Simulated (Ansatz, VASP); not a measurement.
## One calculation of Be, two programs

```
Be
1.0
     2.23865    0.00000    0.00000
    -1.11932    1.93873    0.00000
     0.00000    0.00000    3.51103
Be
2
Direct
  0.66667 0.33333 0.75000
  0.33333 0.66667 0.25000
```

Alike in both runs: task single point; functional LDA; k mesh 13 × 13 × 8; occupations fermi-dirac, width 0.05 eV; no spin polarisation.

|  | VASP | Ansatz |
| --- | --- | --- |
| version | VASP 6.6.1 | Ansatz 0.2.0 |
| potentials or method | VASP PAW LDA potentials, release 64 (Be) | Ansatz PAW |
| plane-wave cutoff (eV) | 520 | 420 |
| valence electrons in the cell | 4 | 4 |

VASP gave:

* gap on the k mesh at the Fermi level (eV): none
* pressure (GPa): -0.6
* traceless stress, the component that is largest in VASP (GPa): -0.04

Task: Which values does Ansatz return?

Result: gap on the k mesh at the Fermi level (eV): none; pressure (GPa): -1.1; traceless stress, the component that is largest in VASP (GPa): -0.05.

LDA's correlation is that of Perdew and Zunger in VASP and of Perdew and Wang (1992) in Ansatz. A gap of «none» marks a metal or a gap that the smearing closes.
